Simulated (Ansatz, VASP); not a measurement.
K3HF4 in VASP and in Ansatz

```xyz
8
Lattice="3.4496 0.0000 0.0000 0.0000 3.5934 0.0000 0.0000 0.0000 11.5167" Properties=species:S:1:pos:R:3 pbc="T T T"
K     0.0000    0.0000    8.1296
K     0.0000    0.0000    3.3872
K     0.0000    1.7967    0.0000
H     1.7248    1.7967    5.7584
F     1.7248    0.0000    1.5424
F     1.7248    1.7967    4.6099
F     1.7248    0.0000    9.9744
F     1.7248    1.7967    6.9069
```

Alike in both runs: task single point; functional PBE; k mesh 4 × 4 × 1; occupations gaussian, width 0.1 eV; no spin polarisation.

|  | VASP | Ansatz |
| --- | --- | --- |
| version | VASP 6.6.1 | Ansatz 0.2.0 |
| potentials or method | VASP PAW PBE potentials, release 64 (K_sv, H, F), cutoff 520 eV | scalar-relativistic, plane waves, PAW |
| valence electrons in the cell | 56 | 56 |

VASP gave:

```
gap on the k mesh at the Fermi level (eV)                     : 4.88
least direct gap on the mesh (eV)                             : 4.96
pressure (GPa)                                                : 0.0
traceless stress, the component that is largest in VASP (GPa) : 0.18
rms of the force components (eV/Å)                            : 0.020
```

Problem. Which values does Ansatz return?

Solution. gap on the k mesh at the Fermi level (eV): 4.90; least direct gap on the mesh (eV): 4.98; pressure (GPa): 0.0; traceless stress, the component that is largest in VASP (GPa): 0.01; rms of the force components (eV/Å): 0.001.

Atom by atom the forces differ by 0.020 eV/Å (rms over components).

The k mesh is coarse, so the values compare programs but aren't converged.
